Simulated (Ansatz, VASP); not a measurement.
Fe: VASP beside Ansatz

The input INCAR:

```
PREC     = Accurate       # precision mode
ENCUT    = 520            # plane-wave cutoff, eV
EDIFF    = 1E-8           # SCF threshold, eV
ISMEAR   = -1             # smearing method
SIGMA    = 0.05           # smearing width, eV
LREAL    = F              # projectors in reciprocal space
LASPH    = T              # aspherical terms in the spheres
NELM     = 150            # most SCF steps
ALGO     = Normal         # electronic algorithm
ISIF     = 2              # what is computed and relaxed
LWAVE    = F              # write WAVECAR
LCHARG   = F              # write CHGCAR
ISPIN    = 2              # spin polarisation
MAGMOM   = 3              # initial moments
LORBIT   = 11             # projections on sites
LMAXMIX  = 4              # l up to which the mixer works
GGA      = PE             # functional
LEFG     = T            
NBANDS   = 14             # bands
```

The input KPOINTS:

```
regular mesh
0
Gamma
  16 16 16
```

The input POSCAR:

```
Fe
1.0
    0.0000000000      1.9154967481      1.9385464314
    1.4781880421      0.0000000000      1.9385464314
    1.4781880421      1.9154967481      0.0000000000
Fe
1
Direct
    0.0000000000      0.0000000000      0.0000000000
```

Input for Ansatz:

```yaml
crystal:
  lattice:
    - [0.0, 1.9154967481, 1.9385464314]
    - [1.4781880421, 0.0, 1.9385464314]
    - [1.4781880421, 1.9154967481, 0.0]
  atoms:
    - { symbol: Fe, position: [0.0, 0.0, 0.0], spin: 3.0 }
magnetization:
  spin_polarized: true
kpoints:
  mp_grid: { grid: [16, 16, 16] }
scf:
  occupations: { method: fermi_dirac, width: 0.05 }
hamiltonian:
  xc: pbe
  pseudopotentials: { kind: paw }
output:
  forces: true
  stress: true
  eigenvalues: true
  efg: { contact_densities: true }
  write_density: true
  write_potential: true
  elf: true
  volumetric_format: npy
```

Change from the starting cell: volume scaled by 0.96, PAW files.

Alike in both runs: task electric field gradients; functional PBE; k mesh 16 × 16 × 16; occupations fermi-dirac, width 0.05 eV; collinear spin.

|  | VASP | Ansatz |
| --- | --- | --- |
| version | VASP 6.6.1 | Ansatz 0.2.0 |
| potentials or method | VASP PAW PBE potentials, release 64 (Fe) | PAW with Ansatz's default frozen-core files, scalar-relativistic |
| plane-wave cutoff (eV) | 520 | 420 |
| valence electrons in the cell | 8 | 16 |

```tsv
	VASP	Ansatz	Ansatz less VASP
pressure (GPa)	7.6	7.7	+0.12
traceless stress, the component that is largest in VASP (GPa)	-6.42	-6.54	-0.122
net moment per atom (μB)	2.14	2.12	-0.024
size of the moment on the site where the two differ most (μB)	2.13	2.16	+0.025
size of Vzz on the site where it differs most (V/Å²)	8.3	9.4	+1.05
```

Site moments also hang on the region over which each program counts them. VASP's potentials hold 8 valence electrons a cell and Ansatz's 16, so a difference there can come from the potentials and not from the codes.
